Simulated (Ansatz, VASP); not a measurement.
## One calculation of Sc, two programs

```xyz
2
Lattice="3.3311 0.0000 0.0000 -1.6655 2.8848 0.0000 0.0000 0.0000 5.1921" Properties=species:S:1:pos:R:3 pbc="T T T"
Sc    0.0000    1.9232    1.2980
Sc    1.6655    0.9616    3.8941
```

Alike in both runs: functional r2SCAN; k mesh 15 × 15 × 8; occupations gaussian, width 0.1 eV; no spin polarisation.

Ansatz relaxed the structure, and its values are those at the end. VASP's run is a single point on that final structure, the one shown.

|  | VASP | Ansatz |
| --- | --- | --- |
| version | VASP 6.6.1 | Ansatz 0.2.0 |
| potentials or method | VASP PAW PBE potentials, release 64 (Sc_sv), cutoff 520 eV | scalar-relativistic, plane waves, PAW |
| valence electrons in the cell | 22 | 22 |

|  | VASP | Ansatz | Ansatz less VASP |
| --- | --- | --- | --- |
| gap on the k mesh at the Fermi level (eV) | none | none | - |
| pressure (GPa) | 0.1 | 0.0 | -0.11 |

VASP's potentials were made for PBE, not for r2SCAN. A gap of «none» marks a metal or a gap that the smearing closes.
